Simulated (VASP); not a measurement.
# Bi (I4/mmm) in VASP: further runs

Runs on Bi. Level: PBE. Tasks: single point, relaxation of cell and atoms.

Program: VASP 6.6.1. These are calculated values, not measurements. Logs are shortened: lines on timing, memory, paths and dates and some standing lists are left out, and cuts for length are marked.

**1. The cell of the first run**

It takes space group I4/mmm (No. 139, tetragonal). The conventional cell has a = 4.240 Å, b = 4.240 Å, c = 3.554 Å, α = 90.00°, β = 90.00°, γ = 90.00°. Bi (site symmetry 4/mmm) has 14 Bi at 3.48 to 4.24 Å within 4.6 Å.

The cell was built from a structure type or drawn by symmetry, and may not be a known phase.

**2. Single point, PBE**

Input file INCAR:

```
  PREC = Accurate
  ENCUT = 520
  EDIFF = 1E-6
  ISMEAR = 0
  SIGMA = 0.1
  LREAL = False
  LASPH = True
  NELM = 60
  ALGO = Fast
  ISIF = 2
  LWAVE = False
  LCHARG = False
  GGA = PE
  NBANDS = 14
```

Input file KPOINTS:

```
regular mesh
0
Gamma
  20 20 20
```

Input file POSCAR:

```
Bi
1.0
   -2.1198041451      2.1198041451      1.7769445954
    2.1198041451     -2.1198041451      1.7769445954
    2.1198041451      2.1198041451     -1.7769445954
Bi
1
Direct
    0.5000000000      0.5000000000      0.0000000000
```

Potentials or basis: VASP PAW PBE potentials, release 64 (Bi_d).

Launch:

```bash
cat potpaw_PBE.64/Bi_d/POTCAR > POTCAR
mpirun -np 1 vasp_std > vasp.out
```

OUTCAR:

```text
PREC = Accurate
   ENCUT = 520
   EDIFF = 1E-6
   ISMEAR = 0
   LREAL = False
   LASPH = True
   NELM = 60
   ISIF = 2
   GGA = PE

 ion  position               nearest neighbor table
   1  0.500  0.500  0.000-

  LATTYP: Found a body centered tetragonal cell.
 ALAT       =     4.2396082902
 C/A-ratio  =     0.8382588550

  Lattice vectors:

 A1 = (  -2.1198041451,   2.1198041451,   1.7769445954)
 A2 = (   2.1198041451,  -2.1198041451,   1.7769445954)
 A3 = (   2.1198041451,   2.1198041451,  -1.7769445954)

Analysis of symmetry for initial positions (statically):
=====================================================================
 Subroutine PRICEL returns:
 Original cell was already a primitive cell.

 Routine SETGRP: Setting up the symmetry group for a
 body centered tetragonal supercell.

 Subroutine GETGRP returns: Found 16 space group operations
 (whereof 16 operations were pure point group operations)
 out of a pool of 16 trial point group operations.

The static configuration has the point symmetry D_4h.

Analysis of symmetry for dynamics (positions and initial velocities):
=====================================================================
 Subroutine PRICEL returns:
 Original cell was already a primitive cell.

 Routine SETGRP: Setting up the symmetry group for a
 body centered tetragonal supercell.

 Subroutine GETGRP returns: Found 16 space group operations
 (whereof 16 operations were pure point group operations)
 out of a pool of 16 trial point group operations.

The dynamic configuration has the point symmetry D_4h.

 Subroutine INISYM returns: Found 16 space group operations
 (whereof 16 operations are pure point group operations),
 and found     1 'primitive' translations

----------------------------------------------------------------------------------------

                                     Primitive cell

  volume of cell :      31.9393

  direct lattice vectors                    reciprocal lattice vectors
    -2.119804145  2.119804145  1.776944595     0.000000000  0.235870847  0.281381874
     2.119804145 -2.119804145  1.776944595     0.235870847  0.000000000  0.281381874
     2.119804145  2.119804145 -1.776944595     0.235870847  0.235870847  0.000000000

  length of vectors
     3.484920562  3.484920562  3.484920562     0.367165924  0.367165924  0.333571751

  position of ions in fractional coordinates (direct lattice)
     0.500000000  0.500000000  0.000000000

  ion indices of the primitive-cell ions
[... 78 lines left out ...]
   IBRION =     -1    ionic relax: 0-MD 1-quasi-New 2-CG
   NFREE  =      0    steps in history (QN), initial steepest desc. (CG)
   ISIF   =      2    stress and relaxation
   ISYM   =      2    0-nonsym 1-usesym 2-fastsym
   POTIM  = 0.5000    time-step for ionic-motion
   TEBEG  =    0.0;   TEEND  =   0.0 temperature during run
   PSTRESS=    0.0 pullay stress
   NELECT =      15.0000    total number of electrons
   NUPDOWN=      -1.0000    fix difference up-down
   EMIN   =  10.00;   EMAX   =-10.00  energy-range for DOS
   EFERMI =   0.00;   METHOD = LEGACY
   ISMEAR =     0;   SIGMA  =   0.10  broadening in eV -4-tet -1-fermi 0-gaus
   EFERMI_NEDOS =   21; number of points for ismear=-14 and -15
   IALGO  =     68    algorithm
   IMIX   =      4    mixing-type and parameters
     AMIX     =   0.40;   BMIX     =  1.00
     AMIX_MAG =   1.60;   BMIX_MAG =  1.00
  volume/ion in A,a.u.               =      31.94       215.54
  Fermi-wavevector in a.u.,A,eV,Ry     =   1.272517  2.404708 22.031895  1.619299
  Thomas-Fermi vector in A             =   2.405391
   LORBIT       =      0    0 simple, 1 ext, 2 COOP (PROOUT), +10 PAW based schemes
   GGA     = PE    functional components
   LHFCALC =     F    Hartree Fock is set to
   AEXX    =    0.0000 exact exchange contribution
   IVDW    =     0    specifies the selected vdW correction
   LEPSILON=     F    determine dielectric tensor
   LRPA    =     F    only Hartree local field effects (RPA)
 non-spin polarized calculation
 RMM-DIIS sequential band-by-band and
 Gauss-broadening in eV      SIGMA  =   0.10
  energy-cutoff  :      520.00
  volume of cell :       31.94
 maximum number of plane-waves:       880
 NGX is ok and might be reduce to    28
   NGX = 13   NGY = 13   NGZ = 13

 number of electron      15.0000006 magnetization

 Free energy of the ion-electron system (eV)
  ---------------------------------------------------
  ext. energy  EPLUGINS =         0.00000000
  ---------------------------------------------------
  free energy    TOTEN  =        -3.74985128 eV

  energy without entropy =       -3.74699432  energy(sigma->0) =       -3.74842280

 E-fermi :   7.6490     XC(G=0): -10.1615

 val. band max:        7.6090943979   @ k =  -0.1500  -0.4500   0.1000
 cond. band min:       7.6498581775   @ k =  -0.2000   0.3500   0.1500
 fundamental gap:      0.0407637796
 Fermi energy:         7.6490364463

 k-point     1 :       0.0000    0.0000    0.0000
  band No.  band energies     occupation
      1     -15.4372      2.00000
      2     -15.3939      2.00000
      3     -15.3939      2.00000
      4     -15.3741      2.00000
      5     -15.2768      2.00000
      6      -5.7747      2.00000
      7      11.9115      0.00000
      8      11.9115      0.00000
      9      13.3938      0.00000
     10      15.8713      0.00000
     11      17.1322      0.00000
     12      18.0777      0.00000
     13      18.0777      0.00000
     14      19.7652      0.00000
[... 377 lines left out ...]
      1     -15.4464      2.00000
      2     -15.3978      2.00000
      3     -15.3114      2.00000
      4     -15.3030      2.00000
      5     -15.2813      2.00000
      6      -3.8970      2.00000
      7       5.4173      2.00000
      8       9.0632      0.00000
      9      10.4273      0.00000
     10      13.9737      0.00000
     11      15.3346      0.00000
     12      19.3510      0.00000
     13      21.9494      0.00000
     14      22.2953      0.00000

 [... further k-points ...]
[... 5 lines left out ...]
  --------------------------------------------------------------------------------------
  -------------------------------------------------------------------------------------
  Total       -0.0150933     -0.0150933     -0.0130130      0.0000000      0.0000000      0.0000000
  in kB       -0.7571259     -0.7571259     -0.6527733      0.0000000      0.0000000      0.0000000
  external PRESSURE =      -0.7223417 kB  Pullay stress =       0.0000000 kB

 VOLUME and BASIS-vectors are now :
 -----------------------------------------------------------------------------
  energy-cutoff  :      520.00
  volume of cell :       31.94
      direct lattice vectors                 reciprocal lattice vectors
    -2.119804145  2.119804145  1.776944595     0.000000000  0.235870847  0.281381874
     2.119804145 -2.119804145  1.776944595     0.235870847  0.000000000  0.281381874
     2.119804145  2.119804145 -1.776944595     0.235870847  0.235870847  0.000000000

 POSITION                                       TOTAL-FORCE (eV/Angst)
 -----------------------------------------------------------------------------------
      0.00000      0.00000      1.77694        -0.000000      0.000000      0.000000
 -----------------------------------------------------------------------------------
    total drift:                                0.000000     -0.000000      0.000000

  FREE ENERGIE OF THE ION-ELECTRON SYSTEM (eV)
  ---------------------------------------------------
  free  energy   TOTEN  =        -3.7498512829 eV

  energy  without entropy=       -3.7469943195  energy(sigma->0) =       -3.74842280
```

stdout:

```text
POSCAR found type information on POSCAR Bi
 POSCAR found :  1 types and       1 ions
 scaLAPACK will be used
 LDA part: xc-table for (Slater+PW92), standard interpolation
 POSCAR, INCAR and KPOINTS ok, starting setup
 FFT: planning ... GRIDC
 FFT: planning ... GRID_SOFT
 FFT: planning ... GRID
 WAVECAR not read
 entering main loop
WARNING in EDDRMM: call to ZHEGV failed, returncode =   6  3     12
WARNING in EDDRMM: call to ZHEGV failed, returncode =   6  3     13
WARNING in EDDRMM: call to ZHEGV failed, returncode =   6  3     12
WARNING in EDDRMM: call to ZHEGV failed, returncode =   6  3     13
```

Run time: 2.2 min. Hardware: 1 thread of Intel Xeon 6975P-C (Granite Rapids), shared host; peak memory 0.36 GiB.

What came out:

| Item | Value |
| --- | --- |
| Free energy | -3.7499 eV |
| Pressure | -0.1 GPa |
| Band gap on the k mesh | zero (an odd number of electrons rules out a gap without spin polarisation) |

Levels at points of the mesh, in eV from the Fermi level:
```
           k point  band 4  band 5  band 6  band 7  band 8  band 9  band 10  band 11
(0.00, 0.00, 0.00)  -23.02  -22.93  -13.42    4.26    4.26    5.74     8.22     9.48
(0.50, 0.00, 0.00)  -22.92  -22.88  -10.17   -4.86    1.09    2.43     5.30     6.72
(0.50, 0.50, 0.00)  -22.96  -22.89  -10.98   -5.18    2.98    4.82     7.50     9.54
(0.50, 0.50, 0.50)  -22.91  -22.87   -8.85   -2.62   -2.62    0.35     2.87     4.85
```

Caveat: spin-orbit coupling is left out, which moves the levels of the heavy elements.

**3. Relaxation of cell and atoms, PBE**

This run uses another cell than the first one, of 31.47 Å³/atom.

Input file INCAR:

```
SYSTEM = Bi
  PREC = Accurate
  ENCUT = 600
  EDIFF = 1E-7
  ISMEAR = 0
  SIGMA = 0.1
  LREAL = .FALSE.
  LASPH = .TRUE.
  NELM = 100
  ALGO = Fast
  ISIF = 3
  LWAVE = .FALSE.
  LCHARG = .FALSE.
  GGA = PE
  IBRION = 2
  NSW = 100
  EDIFFG = -0.01
```

Input file KPOINTS:

```
Automatic mesh
0
G
  20 20 20
  0 0 0
```

Input file POSCAR:

```
Bi
1.0
   -2.1109926721      2.1109926721      1.7655721982
    2.1109926721     -2.1109926721      1.7655721982
    2.1109926721      2.1109926721     -1.7655721982
Bi
1
Direct
    0.5000000000      0.5000000000      0.0000000000
```

Potentials or basis: VASP PAW PBE potentials, release 64 (Bi_d).

Launch:

```bash
cat potpaw_PBE.64/Bi_d/POTCAR > POTCAR
mpirun -np 1 vasp_std > vasp.out
```

OUTCAR:

```text
SYSTEM = Bi
   PREC = Accurate
   ENCUT = 600
   EDIFF = 1E-7
   ISMEAR = 0
   LREAL = .FALSE.
   LASPH = .TRUE.
   NELM = 100
   ISIF = 3
   GGA = PE
   IBRION = 2
   NSW = 100
   EDIFFG = -0.01

 ion  position               nearest neighbor table
   1  0.500  0.500  0.000-

  LATTYP: Found a body centered tetragonal cell.
 ALAT       =     4.2219853442
 C/A-ratio  =     0.8363705955

  Lattice vectors:

 A1 = (  -2.1109926721,   2.1109926721,   1.7655721982)
 A2 = (   2.1109926721,  -2.1109926721,   1.7655721982)
 A3 = (   2.1109926721,   2.1109926721,  -1.7655721982)

Analysis of symmetry for initial positions (statically):
=====================================================================
 Subroutine PRICEL returns:
 Original cell was already a primitive cell.

 Routine SETGRP: Setting up the symmetry group for a
 body centered tetragonal supercell.

 Subroutine GETGRP returns: Found 16 space group operations
 (whereof 16 operations were pure point group operations)
 out of a pool of 16 trial point group operations.

The static configuration has the point symmetry D_4h.

Analysis of symmetry for dynamics (positions and initial velocities):
=====================================================================
 Subroutine PRICEL returns:
 Original cell was already a primitive cell.

 Routine SETGRP: Setting up the symmetry group for a
 body centered tetragonal supercell.

 Subroutine GETGRP returns: Found 16 space group operations
 (whereof 16 operations were pure point group operations)
 out of a pool of 16 trial point group operations.

The dynamic configuration has the point symmetry D_4h.

 Subroutine INISYM returns: Found 16 space group operations
 (whereof 16 operations are pure point group operations),
[... 122 lines left out ...]
   IVDW    =     0    specifies the selected vdW correction
   LEPSILON=     F    determine dielectric tensor
   LRPA    =     F    only Hartree local field effects (RPA)
 conjugate gradient relaxation of ions
 non-spin polarized calculation
 RMM-DIIS sequential band-by-band and
 Gauss-broadening in eV      SIGMA  =   0.10
  energy-cutoff  :      600.00
  volume of cell :       31.47
 maximum number of plane-waves:      1080
   NGX = 13   NGY = 13   NGZ = 13

--------------------------------------- Ionic step        1  -------------------------------------------

 number of electron      15.0000003 magnetization

 Free energy of the ion-electron system (eV)
  ---------------------------------------------------
  ext. energy  EPLUGINS =         0.00000000
  ---------------------------------------------------
  free energy    TOTEN  =        -3.74867798 eV

  energy without entropy =       -3.74584523  energy(sigma->0) =       -3.74726160

------------------------ aborting loop because EDIFF is reached ----------------------------------------

  FORCE on cell =-STRESS in cart. coord.  units (eV):
  Direction    XX          YY          ZZ          XY          YZ          ZX
  --------------------------------------------------------------------------------------
  -------------------------------------------------------------------------------------
  Total        0.1392992      0.1392992      0.1863980      0.0000000      0.0000000      0.0000000
  in kB        7.0915343      7.0915343      9.4892735      0.0000000      0.0000000      0.0000000
  external PRESSURE =       7.8907807 kB  Pullay stress =       0.0000000 kB
[... 57 lines left out ...]
--------------------------------------- Ionic step        3  -------------------------------------------

 number of electron      15.0000006 magnetization

 Free energy of the ion-electron system (eV)
  ---------------------------------------------------
  ext. energy  EPLUGINS =         0.00000000
  ---------------------------------------------------
  free energy    TOTEN  =        -3.74980098 eV

  energy without entropy =       -3.74694410  energy(sigma->0) =       -3.74837254

 E-fermi :   7.6541     XC(G=0): -10.1634

 val. band max:        7.6530796566   @ k =  -0.2000   0.3500   0.1500
 cond. band min:       7.6595945057   @ k =   0.4500   0.3500   0.0500
 fundamental gap:      0.0065148492
 Fermi energy:         7.6541106650

 k-point     1 :       0.0000    0.0000    0.0000
  band No.  band energies     occupation
      1     -15.4322      2.00000
      2     -15.3884      2.00000
      3     -15.3884      2.00000
      4     -15.3693      2.00000
      5     -15.2714      2.00000
      6      -5.7730      2.00000
      7      11.9141      0.00000
      8      11.9141      0.00000
      9      13.4083      0.00000
     10      15.8749      0.00000
     11      17.1312      0.00000
[... 309 lines left out ...]
 k-point    24 :      -0.3500    0.0500   -0.0000
  band No.  band energies     occupation
      1     -15.4412      2.00000
      2     -15.3926      2.00000
      3     -15.3061      2.00000
      4     -15.2977      2.00000
      5     -15.2760      2.00000
      6      -3.8934      2.00000
      7       5.4243      2.00000
      8       9.0665      0.00000
      9      10.4297      0.00000
     10      13.9797      0.00000
     11      15.3403      0.00000

 [... further k-points ...]
[... 5 lines left out ...]
  --------------------------------------------------------------------------------------
  -------------------------------------------------------------------------------------
  Total       -0.0022252     -0.0022252      0.0063981      0.0000000     -0.0000000      0.0000000
  in kB       -0.1116687     -0.1116687      0.3210841      0.0000000     -0.0000000      0.0000000
  external PRESSURE =       0.0325822 kB  Pullay stress =       0.0000000 kB
[... 16 lines left out ...]
  FREE ENERGIE OF THE ION-ELECTRON SYSTEM (eV)
  ---------------------------------------------------
  free  energy   TOTEN  =        -3.7498009791 eV

  energy  without entropy=       -3.7469441021  energy(sigma->0) =       -3.74837254

 reached required accuracy - stopping structural energy minimisation
```

CONTCAR:

```text
Bi
   1.00000000000000
    -2.1200752949487467    2.1200752949487467    1.7757370907466403
     2.1200752949487467   -2.1200752949487467    1.7757370907466403
     2.1200752949487467    2.1200752949487467   -1.7757370907466403
  Bi
     1
Direct
     0.5000000000000000    0.5000000000000000    0.0000000000000000

  0.00000000E+00  0.00000000E+00  0.00000000E+00
```

Run time: 4.8 min. Hardware: 1 thread of Intel Xeon 6975P-C (Granite Rapids), shared host; peak memory 0.38 GiB.

What came out:

```yaml
Free_energy: -3.7498 eV
Relaxed_volume: 31.93 Å³/atom
Relaxed_cell: a = 3.485 Å, b = 3.485 Å, c = 3.485 Å, α = 105.05°, β = 105.05°, γ = 118.73°
Space_group_after_relaxing_to_0.1_Å: I4/mmm (No. 139)
Energy_gained_by_relaxing: 1.1 meV/atom
Ionic_steps: 3
Pressure_after_relaxing: 0.0 GPa
Band_gap_on_the_k_mesh: zero (an odd number of electrons rules out a gap without spin polarisation)
```

Step by step:
| step | energy change (eV) | largest force (eV/Å) | pressure (GPa) | volume (Å³) |
| --- | --- | --- | --- | --- |
| 1 | 0.0000 | 0.0000 | 0.79 | 31.47 |
| 2 | -0.0008 | 0.0000 | -0.42 | 32.18 |
| 3 | -0.0011 | 0.0000 | 0.00 | 31.93 |

Final structure:
```xyz
1
Lattice="-2.1201 2.1201 1.7757 2.1201 -2.1201 1.7757 2.1201 2.1201 -1.7757" Properties=species:S:1:pos:R:3 pbc="T T T"
Bi    0.0000    0.0000    1.7757
```

Caveat: spin-orbit coupling is left out, which moves the levels of the heavy elements.
